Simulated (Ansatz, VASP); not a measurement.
SrO: VASP beside Ansatz

INCAR

```
PREC     = Accurate       # precision mode
ENCUT    = 520            # plane-wave cutoff, eV
EDIFF    = 1E-6           # SCF threshold, eV
ISMEAR   = 0              # smearing method
SIGMA    = 0.05           # smearing width, eV
LREAL    = False          # projectors in reciprocal space
LASPH    = True           # aspherical terms in the spheres
NELM     = 80             # most SCF steps
ALGO     = Normal         # electronic algorithm
ISIF     = 2              # what is computed and relaxed
LWAVE    = False          # write WAVECAR
LCHARG   = False          # write CHGCAR
GGA      = PE             # functional
NBANDS   = 15             # bands
```

KPOINTS

```
regular mesh
0
Gamma
  10 10 10
```

The input POSCAR:

```
SrO
1.0
    0.0000000000      2.8003797457      2.8003797457
    2.8003797457      0.0000000000      2.8003797457
    2.8003797457      2.8003797457      0.0000000000
Sr O
1 1
Direct
    0.0000000000      0.0000000000      0.0000000000
    0.2500000000      0.2500000000      0.2500000000
```

Input for Ansatz:

```yaml
crystal:
  lattice:
    - [0.0, 2.8003797457, 2.8003797457]
    - [2.8003797457, 0.0, 2.8003797457]
    - [2.8003797457, 2.8003797457, 0.0]
  atoms:
    - { symbol: Sr, position: [0.0, 0.0, 0.0] }
    - { symbol: O, position: [0.25, 0.25, 0.25] }
basis:
  ecutwfc: 420
  ecutrho_ratio: 4
kpoints:
  mp_grid: { grid: [10, 10, 10] }
hamiltonian:
  xc: pbe
scf:
  occupations: { method: gaussian, width: 0.05 }
output:
  forces: true
  stress: true
  eigenvalues: true
```

Alike in both runs: task single point; functional PBE; k mesh 10 × 10 × 10; occupations gaussian, width 0.05 eV; no spin polarisation.

|  | VASP | Ansatz |
| --- | --- | --- |
| version | VASP 6.6.1 | Ansatz 0.2.0 |
| potentials or method | VASP PAW PBE potentials, release 64 (Sr_sv, O), cutoff 520 eV | scalar-relativistic, plane waves, PAW |
| valence electrons in the cell | 16 | 16 |

Ansatz gave:

| Item | Value |
| --- | --- |
| gap on the k mesh at the Fermi level (eV) | 2.50 |
| least direct gap on the mesh (eV) | 3.32 |
| pressure (GPa) | 0.4 |

What did VASP give for the same quantities?

gap on the k mesh at the Fermi level (eV): 2.50; least direct gap on the mesh (eV): 3.33; pressure (GPa): 0.9.

The functional is the same, so the differences come from potentials, cutoffs and numerics.
